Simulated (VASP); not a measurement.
RbBr, 2 atoms in the cell. Symmetry: Fm-3m, No. 225, cubic system. The conventional cell has a = 6.655 Å, b = 6.655 Å, c = 6.655 Å, α = 90.00°, β = 90.00°, γ = 90.00°. Rb (site symmetry m-3m) has 6 Br at 3.33 Å within 4.4 Å. Within 4.4 Å of Br (site symmetry m-3m) lie 6 Rb at 3.33 Å. 

* Program: VASP 6.6.1
* Task: single point
* Functional: PBE
* Potentials or basis: VASP PAW PBE potentials, release 64 (Rb_sv, Br)
* Cutoff: 400 eV
* k mesh: 7 × 7 × 7
* Occupations: fermi-dirac, width 0.0705 eV
* Spin: no spin polarisation
* Dipole correction: no
* k mesh for the DOS: 11 × 11 × 11
* Occupations for the DOS: tetrahedron
* Further INCAR settings: ALGO = Normal; EDIFF = 1e-06; NBANDS = 15

Potentials or basis: VASP PAW PBE potentials, release 64 (Rb_sv, Br).

Launch:

```sh
$ cat potpaw_PBE.64/Rb_sv/POTCAR potpaw_PBE.64/Br/POTCAR > POTCAR
$ cp INCAR.step1 INCAR
$ cp KPOINTS.step1 KPOINTS
$ mpirun -np 1 vasp_std > vasp.out
$ cp INCAR.step2 INCAR
$ cp KPOINTS.step2 KPOINTS
$ mpirun -np 1 vasp_std > vasp.out
```

Hardware: 1 thread of AMD EPYC 7R43 64-Core Processor (Zen 3), on a shared host.

Task: How long does it take, and how much memory?

Result: Wall time 67 s on 1 thread of AMD EPYC 7R43 64-Core Processor (Zen 3) (shared host), peak memory 0.15 GiB. Counts: k points 56.
